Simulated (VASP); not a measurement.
# MoS2 (Fm-3m) in VASP: further runs, part 2 of 3

VASP 6.6.1. The steps go on from the part before.

## 3. Single point, PBE, collinear spin, ferromagnetic start

This run uses another cell than the first one, of 19.71 Å³/atom, 1.124 times its volume.

Contents of INCAR:

```
SYSTEM = MoS2
ALGO = Normal ; EDIFF = 1E-7
ENCUT = 520 ; GGA = PE
ISIF = 2 ; ISMEAR = 0
ISPIN = 2 ; LASPH = .TRUE.
LCHARG = .TRUE. ; LELF = .TRUE.
LMAXMIX = 4 ; LORBIT = 11
LREAL = .FALSE. ; LVHAR = .TRUE.
LWAVE = .FALSE. ; MAGMOM = 1 0 0
NBANDS = 24 ; NELM = 150
PREC = Accurate ; SIGMA = 0.1
```

Contents of KPOINTS:

```
k-points
0
G
  6 6 6
  0 0 0
```

Contents of POSCAR:

```
MoS2
1.0
    0.0000000000      3.0918915500      3.0918915500
    3.0918915500      0.0000000000      3.0918915500
    3.0918915500      3.0918915500      0.0000000000
Mo S
1 2
Direct
    0.0000000000      0.0000000000      0.0000000000
    0.2500000000      0.2500000000      0.2500000000
    0.7500000000      0.7500000000      0.7500000000
```

Potentials or basis: VASP PAW PBE potentials, release 64 (Mo_sv, S).

Run with:

```sh
$ cat potpaw_PBE.64/Mo_sv/POTCAR potpaw_PBE.64/S/POTCAR > POTCAR
$ mpirun -np 1 vasp_std > vasp.out
```

OUTCAR:

```text
SYSTEM = MoS2
   EDIFF = 1E-7
   ENCUT = 520
   GGA = PE
   ISIF = 2
   ISMEAR = 0
   ISPIN = 2
   LASPH = .TRUE.
   LORBIT = 11
   LREAL = .FALSE.
   NELM = 150
   PREC = Accurate

 ion  position               nearest neighbor table
   1  0.000  0.000  0.000-   2 2.68   3 2.68   3 2.68   3 2.68   3 2.68   2 2.68   2 2.68   2 2.68

   2  0.250  0.250  0.250-   1 2.68   1 2.68   1 2.68   1 2.68
   3  0.750  0.750  0.750-   1 2.68   1 2.68   1 2.68   1 2.68

  LATTYP: Found a face centered cubic cell.
 ALAT       =     6.1837831000

  Lattice vectors:

 A1 = (   0.0000000000,   3.0918915500,   3.0918915500)
 A2 = (   3.0918915500,   0.0000000000,   3.0918915500)
 A3 = (   3.0918915500,   3.0918915500,   0.0000000000)

Analysis of symmetry for initial positions (statically):
=====================================================================
 Subroutine PRICEL returns:
 Original cell was already a primitive cell.

 Routine SETGRP: Setting up the symmetry group for a
 face centered cubic supercell.

 Subroutine GETGRP returns: Found 48 space group operations
 (whereof 48 operations were pure point group operations)
 out of a pool of 48 trial point group operations.

The static configuration has the point symmetry O_h .

Analysis of symmetry for dynamics (positions and initial velocities):
=====================================================================
 Subroutine PRICEL returns:
 Original cell was already a primitive cell.

 Routine SETGRP: Setting up the symmetry group for a
 face centered cubic supercell.

 Subroutine GETGRP returns: Found 48 space group operations
 (whereof 48 operations were pure point group operations)
 out of a pool of 48 trial point group operations.

The dynamic configuration has the point symmetry O_h .

Analysis of structural, dynamic, and magnetic symmetry:
=====================================================================
 Subroutine PRICEL returns:
[... 147 lines left out ...]
  free energy    TOTEN  =       -19.55876289 eV

  energy without entropy =      -19.55030856  energy(sigma->0) =      -19.55453573

 E-fermi :   6.8372     XC(G=0): -10.4215

 val. band max:        6.8244539225   @ k =   0.1667   0.1667   0.0000
 cond. band min:       6.8668200059   @ k =  -0.1667   0.1667   0.0000
 fundamental gap:      0.0423660833
 Fermi energy:         6.8371738999

 spin component 1

 k-point     1 :       0.0000    0.0000    0.0000
  band No.  band energies     occupation
      1     -55.5708      1.00000
      2     -29.6500      1.00000
      3     -29.6500      1.00000
      4     -29.6500      1.00000
      5      -7.8181      1.00000
      6      -4.3230      1.00000
[... 421 lines left out ...]
     23      17.8776      0.00000
     24      18.9614      0.00000
 Fermi energy:         6.8371738999

 spin component 2

 k-point     1 :       0.0000    0.0000    0.0000
  band No.  band energies     occupation
      1     -54.4145      1.00000
      2     -28.3697      1.00000
      3     -28.3697      1.00000
      4     -28.3697      1.00000
      5      -7.8337      1.00000
      6      -4.4490      1.00000
[... 421 lines left out ...]
     23      18.0231      0.00000
     24      19.5848      0.00000

------------------------ aborting loop because EDIFF is reached ----------------------------------------

  FORCE on cell =-STRESS in cart. coord.  units (eV):
  Direction    XX          YY          ZZ          XY          YZ          ZX
  --------------------------------------------------------------------------------------
  -------------------------------------------------------------------------------------
  Total       -4.1634117     -4.1634117     -4.1634117     -0.0000000      0.0000000     -0.0000000
  in kB     -112.8384694   -112.8384694   -112.8384694     -0.0000000      0.0000000     -0.0000000
  external PRESSURE =    -112.8384694 kB  Pullay stress =       0.0000000 kB

 VOLUME and BASIS-vectors are now :
 -----------------------------------------------------------------------------
  energy-cutoff  :      520.00
  volume of cell :       59.12
      direct lattice vectors                 reciprocal lattice vectors
     0.000000000  3.091891550  3.091891550    -0.161713305  0.161713305  0.161713305
     3.091891550  0.000000000  3.091891550     0.161713305 -0.161713305  0.161713305
     3.091891550  3.091891550  0.000000000     0.161713305  0.161713305 -0.161713305

 POSITION                                       TOTAL-FORCE (eV/Angst)
 -----------------------------------------------------------------------------------
      0.00000      0.00000      0.00000         0.000000      0.000000      0.000000
      1.54595      1.54595      1.54595         0.000000      0.000000      0.000000
      4.63784      4.63784      4.63784        -0.000000     -0.000000     -0.000000
 -----------------------------------------------------------------------------------
    total drift:                               -0.000000      0.000000      0.000000

  FREE ENERGIE OF THE ION-ELECTRON SYSTEM (eV)
  ---------------------------------------------------
  free  energy   TOTEN  =       -19.5587628930 eV

  energy  without entropy=      -19.5503085570  energy(sigma->0) =      -19.55453573

 total charge

# of ion       s       p       d       tot
------------------------------------------
    1        2.226   6.111   3.644  11.982
    2        1.358   2.284   0.000   3.642
    3        1.358   2.284   0.000   3.642
--------------------------------------------------
tot          4.941  10.679   3.644  19.265

 magnetization (x)

# of ion       s       p       d       tot
------------------------------------------
    1        0.035   0.028   1.705   1.768
    2       -0.004  -0.082   0.000  -0.086
    3       -0.004  -0.082   0.000  -0.086
--------------------------------------------------
tot          0.028  -0.136   1.705   1.596
```

OSZICAR:

```text
N       E                     dE             d eps       ncg     rms          rms(c)
DAV:   1     0.168940264801E+03    0.16894E+03   -0.12462E+04  1536   0.982E+02
DAV:   2    -0.143007541683E+02   -0.18324E+03   -0.17587E+03  1912   0.266E+02
DAV:   3    -0.212123378457E+02   -0.69116E+01   -0.68563E+01  1896   0.478E+01
DAV:   4    -0.212795292699E+02   -0.67191E-01   -0.67172E-01  1760   0.517E+00
DAV:   5    -0.212805698361E+02   -0.10406E-02   -0.10405E-02  1928   0.639E-01    0.145E+01
DAV:   6    -0.205548027577E+02    0.72577E+00   -0.24467E+01  1544   0.190E+01    0.102E+01
DAV:   7    -0.195563846654E+02    0.99842E+00   -0.95673E+00  1560   0.120E+01    0.527E+00
DAV:   8    -0.195404022055E+02    0.15982E-01   -0.61361E-01  1760   0.370E+00    0.237E+00
DAV:   9    -0.195608085081E+02   -0.20406E-01   -0.64905E-02  1744   0.116E+00    0.965E-01
DAV:  10    -0.195576739383E+02    0.31346E-02   -0.27043E-02  1784   0.773E-01    0.359E-01
DAV:  11    -0.195583774449E+02   -0.70351E-03   -0.33775E-03  1800   0.249E-01    0.143E-01
DAV:  12    -0.195586265113E+02   -0.24907E-03   -0.45143E-04  1816   0.761E-02    0.681E-02
DAV:  13    -0.195587411941E+02   -0.11468E-03   -0.25352E-04  1680   0.638E-02    0.253E-02
DAV:  14    -0.195587559945E+02   -0.14800E-04   -0.28082E-05  1800   0.203E-02    0.138E-02
DAV:  15    -0.195587610513E+02   -0.50568E-05   -0.50888E-06  1720   0.980E-03    0.643E-03
DAV:  16    -0.195587623971E+02   -0.13459E-05   -0.21194E-06  1752   0.577E-03    0.342E-03
DAV:  17    -0.195587628560E+02   -0.45891E-06   -0.49908E-07  1728   0.297E-03    0.173E-03
DAV:  18    -0.195587628930E+02   -0.36991E-07   -0.20692E-08  1328   0.760E-04
   1 F= -.19558763E+02 E0= -.19554536E+02  d E =-.845434E-02  mag=     1.8758
```

stdout:

```text
POSCAR found type information on POSCAR MoS
 POSCAR found :  2 types and       3 ions
 scaLAPACK will be used
 LDA part: xc-table for (Slater+PW92), standard interpolation
 POSCAR, INCAR and KPOINTS ok, starting setup
 FFT: planning ... GRIDC
 FFT: planning ... GRID_SOFT
 FFT: planning ... GRID
 WAVECAR not read
 entering main loop
```

Wall time 53 s (1 thread of AMD EPYC 9R45 (Zen 5), shared host); peak memory 0.22 GiB.

Results:

```
Free energy                                           : -19.5588 eV
Pressure                                              : -11.3 GPa
Net moment                                            : 1.88 μB per cell
Site moments                                          : Mo +1.77; S -0.09 μB
Valence electrons inside the program's atomic spheres : Mo 11.98; S 3.64
```

## 4. Relaxation of cell and atoms, PBE, collinear spin, ferromagnetic start

This run uses another cell than the first one, of 19.71 Å³/atom, 1.124 times its volume.

Contents of INCAR:

```
ALGO = Normal
EDIFF = 1E-7
EDIFFG = -0.04
ENCUT = 600
GGA = PE
IBRION = 2
ISIF = 3
ISMEAR = 0
ISPIN = 2
LASPH = True
LCHARG = False
LMAXMIX = 4
LORBIT = 11
LREAL = False
LWAVE = False
MAGMOM = 1 0 0
NELM = 150
NSW = 90
PREC = Accurate
SIGMA = 0.1
```

Contents of KPOINTS:

```
k-points
0
Gamma
  6 6 6
```

POSCAR is that of step 3.

Run with:

```sh
$ cat potpaw_PBE.64/Mo_sv/POTCAR potpaw_PBE.64/S/POTCAR > POTCAR
$ mpirun -np 1 vasp_std > vasp.out
```

Wall time 99 s (1 thread of AMD EPYC 9R45 (Zen 5), shared host); peak memory 0.23 GiB.

It converged, with:

- Free energy: -19.8213 eV
- Relaxed volume: 17.52 Å³/atom
- Relaxed cell: a = 4.205 Å, b = 4.205 Å, c = 4.205 Å, α = 60.00°, β = 60.00°, γ = 60.00°
- Space group after relaxing (to 0.05 Å): Fm-3m (No. 225)
- Energy gained by relaxing: 87.4 meV/atom
- Ionic steps: 3
- Pressure after relaxing: 0.0 GPa
- Net moment: 1.86 μB per cell
- Site moments: Mo +1.62; S -0.04 μB
- Valence electrons inside the program's atomic spheres: Mo 12.17; S 3.69

The path:
```csv
step,energy change (eV),largest force (eV/Å),pressure (GPa),volume (Å³)
1,0.0000,0.0000,-11.28,59.12
2,-0.0848,0.0000,13.61,48.02
3,-0.2622,0.0000,-0.01,52.57
```

Final structure:
```
Mo S
1.0
     0.00000    2.97334    2.97334
     2.97334    0.00000    2.97334
     2.97334    2.97334    0.00000
Mo S
1 2
Direct
  0.00000 0.00000 0.00000
  0.25000 0.25000 0.25000
  0.75000 0.75000 0.75000
```

Levels at points of the mesh, in eV from the Fermi level:
Spin up:
```csv
k point,band 11,band 12,band 13,band 14,band 15,band 16,band 17,band 18
"(0.00, 0.00, 0.00)",-1.95,-0.76,-0.76,-0.76,3.38,3.38,3.38,4.65
"(0.50, 0.00, 0.00)",-3.12,-3.12,-1.47,-1.47,0.75,3.07,3.07,6.60
"(0.50, 0.50, 0.00)",-2.93,-1.57,-1.13,0.65,0.82,2.86,2.86,5.02
```
Spin down:
```csv
k point,band 8,band 9,band 10,band 11,band 12,band 13,band 14,band 15,band 16,band 17
"(0.00, 0.00, 0.00)",-5.91,-5.91,-0.74,-0.74,-0.74,-0.35,-0.35,3.94,3.94,3.94
"(0.50, 0.00, 0.00)",-4.98,-3.76,-3.14,-3.04,-3.04,0.03,0.03,1.46,3.84,3.84
"(0.50, 0.50, 0.00)",-5.07,-5.07,-2.46,-2.46,-0.20,0.63,0.75,1.58,3.16,3.16
```

(Part 2 of 3 ends here.)
